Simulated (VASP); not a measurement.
Here is a VASP 6.6.1 calculation.

The input INCAR:

```
ALGO = Normal
EDIFF = 1E-6
ENCUT = 520
GGA = PS
ISIF = 2
ISMEAR = -1
LASPH = True
LCHARG = False
LDAU = True
LDAUJ = 0 0
LDAUL = 2 -1
LDAUPRINT = 1
LDAUTYPE = 2
LDAUU = 2 0
LMAXMIX = 4
LREAL = False
LWAVE = False
NBANDS = 18
NELM = 150
PREC = Accurate
SIGMA = 0.05
```

File KPOINTS:

```
k-points
0
Gamma
  8 8 5
```

POSCAR

```
PtSe2
1.0
    3.7240000000      0.0000000000      0.0000000000
   -1.8620000000      3.2250786037      0.0000000000
    0.0000000000      0.0000000000      5.0620000000
Pt Se
1 2
Direct
    0.0000000000      0.0000000000      0.0000000000
    0.6666666667      0.3333333333      0.7500000000
    0.3333333333      0.6666666667      0.2500000000
```

Potentials or basis: VASP PAW PBE potentials, release 64 (Pt, Se).

Launch:

```bash
$ cat potpaw_PBE.64/Pt/POTCAR potpaw_PBE.64/Se/POTCAR > POTCAR
$ mpirun -np 1 vasp_std > vasp.out
```

**Question.** What does it give for the band gap on the k mesh?

**Answer.** Zero (band 11 reaches 6.77 eV, above the bottom of band 12 at 6.38 eV).

**Question.** What does it give for the largest force?

**Answer.** 0.269 eV/Å.

**Question.** Predict the pressure.

**Answer.** 1.1 GPa.

Forces in eV/Å, atoms in the order of the input:
```
Pt   0.000  0.000  0.000
Se   0.000  0.000 -0.269
Se   0.000  0.000  0.269
```

Caveat: the PAW data sets were made with another functional, which shifts forces and pressure a little; spin-orbit coupling is left out, which moves the levels of the heavy elements; U without spin polarisation on a metal has little footing.
